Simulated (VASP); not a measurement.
Crystal: Ni3Hg.

```xyz
4
Lattice="3.7449 0.0000 0.0000 0.0000 3.7449 0.0000 0.0000 0.0000 3.7449" Properties=species:S:1:pos:R:3 pbc="T T T"
Ni    0.0000    1.8725    1.8725
Ni    1.8725    0.0000    1.8725
Ni    1.8725    1.8725    0.0000
Hg    0.0000    0.0000    0.0000
```

Base run:

| Property | Result |
| --- | --- |
| Program | VASP 6.6.1 |
| Functional | BLYP |
| Potentials or basis | VASP PAW PBE potentials, release 64 (Ni, Hg) |
| Cutoff | 600 eV |
| k mesh | 6 × 6 × 6 |
| Occupations | fermi-dirac, width 0.15 eV |
| Spin | collinear spin, ferromagnetic start |
| Starting moments | [1.5, 1.5, 1.5, 0.0] μB |

Its results: pressure 11.8 GPa; net moment 0.30 μB per cell; site moments Ni +0.10; Hg -0.00 μB.

Q: The run is repeated on the same cell with these changes: functional from BLYP to revPBE. What comes out?

A: Pressure 5.8 GPa; net moment 0.73 μB per cell; site moments Ni +0.25; Hg -0.01 μB.

Caveats: the cell stands under pressure; the PAW data sets were made with another functional, which shifts forces and pressure a little.
